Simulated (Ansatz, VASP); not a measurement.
# Ge in VASP and in Ansatz

```
Ge
1.0
    -2.77196    2.77196    3.43058
     2.77196   -2.77196    3.43058
     2.77196    2.77196   -3.43058
Ge
3
Direct
  0.17396 0.17396 0.00000
  0.82604 0.82604 0.00000
  0.50000 0.50000 0.00000
```

Alike in both runs: task single point; functional PBE; k mesh 4 × 4 × 4; occupations gaussian, width 0.1 eV; no spin polarisation.

```csv
,VASP,Ansatz
version,VASP 6.6.1,Ansatz 0.2.0
potentials or method,"VASP PAW PBE potentials, release 64 (Ge_d), cutoff 520 eV","scalar-relativistic, plane waves, PAW"
valence electrons in the cell,42,42
```

|  | VASP | Ansatz | Ansatz less VASP |
| --- | --- | --- | --- |
| gap on the k mesh at the Fermi level (eV) | none | none | - |
| pressure (GPa) | 4.1 | 4.3 | +0.13 |
| traceless stress, the component that is largest in VASP (GPa) | 18.25 | 18.34 | +0.082 |
| rms of the force components (eV/Å) | 0.520 | 0.524 | +0.0039 |

Atom by atom the forces differ by 0.004 eV/Å (rms over components). A gap of «none» marks a metal or a gap that the smearing closes.

The k mesh is coarse, so the values compare programs but aren't converged.
